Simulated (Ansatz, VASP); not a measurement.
# Os in VASP and in Ansatz

```
Os
1.0
     2.95283    0.00000    0.00000
    -1.47641    2.55722    0.00000
     0.00000    0.00000    4.14691
Os
2
Direct
  0.33333 0.66667 0.25000
  0.66667 0.33333 0.75000
```

Change from the starting cell: strain +0.080 along x and y, -0.040 along z, atoms carried along.

Alike in both runs: task single point; functional PBEsol; k mesh 18 × 18 × 12; occupations gaussian, width 0.15 eV; no spin polarisation.

|  | VASP | Ansatz |
| --- | --- | --- |
| version | VASP 6.6.1 | Ansatz 0.2.0 |
| potentials or method | VASP PAW PBE potentials, release 64 (Os), cutoff 520 eV | scalar-relativistic, plane waves, PAW |
| valence electrons in the cell | 16 | 32 |

|  | VASP | Ansatz | Ansatz less VASP |
| --- | --- | --- | --- |
| gap on the k mesh at the Fermi level (eV) | none | none | - |
| pressure (GPa) | -32.8 | -32.4 | +0.38 |
| traceless stress, the component that is largest in VASP (GPa) | 25.31 | 25.67 | +0.361 |

VASP's potentials were made for PBE, not for PBEsol. A gap of «none» marks a metal or a gap that the smearing closes. Both programs put the cell under strong tension, so it lies far from rest at this level. With one functional, cell and mesh, what is left measures potentials, basis and numerics. VASP's potentials hold 16 valence electrons a cell and Ansatz's 32, so a difference there can come from the potentials and not from the codes.

Spin-orbit coupling is off throughout. Noted on VASP's run: the cell as given lies far from equilibrium.
